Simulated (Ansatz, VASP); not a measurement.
# Zn4O in VASP and in Ansatz

```
Zn O
1.0
     2.96729   -3.94874   -0.02372
     2.96729    3.94874   -0.02372
    -0.05790    0.00000    2.98178
Zn O
4 1
Direct
  0.72869 0.27131 0.00000
  0.27620 0.27620 0.50045
  0.72380 0.72380 0.49955
  0.27131 0.72869 0.00000
  0.00000 0.00000 0.00000
```

Change from the starting cell: species swapped into the VF4 type (C2/m, No. 12).

Alike in both runs: functional PBE; k mesh 4 × 4 × 5; occupations gaussian, width 0.2 eV; no spin polarisation.

Ansatz relaxed the structure, and its values are those at the end. VASP's run is a single point on that final structure, the one shown.

|  | VASP | Ansatz |
| --- | --- | --- |
| version | VASP 6.6.1 | Ansatz 0.2.0 |
| potentials or method | VASP PAW PBE potentials, release 64 (Zn, O), cutoff 520 eV | scalar-relativistic, plane waves, PAW |
| valence electrons in the cell | 54 | 54 |

|  | VASP | Ansatz | Ansatz less VASP |
| --- | --- | --- | --- |
| gap on the k mesh at the Fermi level (eV) | none | none | - |
| pressure (GPa) | 0.4 | -0.1 | -0.42 |
| rms of the force components (eV/Å) | 0.011 | 0.005 | -0.0056 |

A gap of «none» marks a metal or a gap that the smearing closes.

The k mesh is coarse, so the values compare programs but aren't converged.
